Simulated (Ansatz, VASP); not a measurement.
## Al in VASP and in Ansatz

POSCAR

```
Al
1.0
   -1.5912186900      1.5912186900      1.5912186900
    1.5912186900     -1.5912186900      1.5912186900
    1.5912186900      1.5912186900     -1.5912186900
Al
1
Direct
    0.0000000000      0.0000000000      0.0000000000
```

INCAR.step1

```
SYSTEM = Al
  PREC = Accurate
  ENCUT = 520
  EDIFF = 1E-5
  ISMEAR = -1
  SIGMA = 0.05
  LREAL = .False.
  LASPH = .True.
  NELM = 60
  ALGO = Normal
  ISIF = 2
  LWAVE = .True.
  GGA = PE
  NBANDS = 8
```

File INCAR.step2:

```
SYSTEM = Al
  PREC = Accurate
  ENCUT = 520
  EDIFF = 1E-6
  ISMEAR = -1
  SIGMA = 0.05
  LREAL = .False.
  LASPH = .True.
  NELM = 60
  ALGO = Normal
  ISIF = 2
  LWAVE = .False.
  LCHARG = .True.
  GGA = PE
  LHFCALC = .True.
  AEXX = 0.25
  HFSCREEN = 0.3
  PRECFOCK = Normal
  LELF = .True.
  LVHAR = .True.
  ISTART = 1
  NBANDS = 8
```

The input KPOINTS:

```
regular mesh
0
Gamma
  6 6 6
  0 0 0
```

Contents of input:

```
crystal:
  lattice:
    - [-1.59121869, 1.59121869, 1.59121869]
    - [1.59121869, -1.59121869, 1.59121869]
    - [1.59121869, 1.59121869, -1.59121869]
  atoms:
    - { symbol: Al, position: [0.0, 0.0, 0.0] }
hamiltonian:
  xc: { exchange: pbe, correlation: pbe, exx: { coeff: 0.25, omega: 0.3 } }
  pseudopotentials: { kind: paw }
kpoints:
  mp_grid: { grid: [6, 6, 6] }
  band_path:
    path:
      - [[0.0, 0.0, 0.0], [0.5, -0.5, 0.5], [0.0, 0.0, 0.5], [0.0, 0.0, 0.0], [0.25, 0.25, 0.25], [0.5, -0.5, 0.5]]
      - [[0.25, 0.25, 0.25], [0.0, 0.0, 0.5]]
    npoints: 4
scf:
  occupations: { method: fermi_dirac, width: 0.05 }
  n_extra_bands: 6
output:
  forces: true
  stress: true
  eigenvalues: true
  fatbands: false
  write_density: true
  write_potential: true
  elf: true
  volumetric_format: npy
```

Alike in both runs: functional PBE-based screened hybrid with a share of 0.25 of exact exchange and HFSCREEN = 0.3; k mesh 6 × 6 × 6; occupations fermi-dirac, width 0.05 eV; no spin polarisation.

|  | VASP | Ansatz |
| --- | --- | --- |
| version | VASP 6.6.1 | Ansatz 0.2.0 |
| potentials or method | VASP PAW PBE potentials, release 64 (Al) | Ansatz PAW |
| plane-wave cutoff (eV) | 520 | 420 |
| valence electrons in the cell | 3 | 3 |
| task | single point | band structure |

|  | VASP | Ansatz | Ansatz less VASP |
| --- | --- | --- | --- |
| gap on the k mesh at the Fermi level (eV) | none | none | - |
| pressure (GPa) | 3.7 | 3.7 | -0.08 |

VASP's potentials were made for PBE, not for PBE-based screened hybrid. A gap of «none» marks a metal or a gap that the smearing closes. The functional is the same, so the differences come from potentials, cutoffs and numerics.

The k mesh is coarse, so the values compare programs but aren't converged.
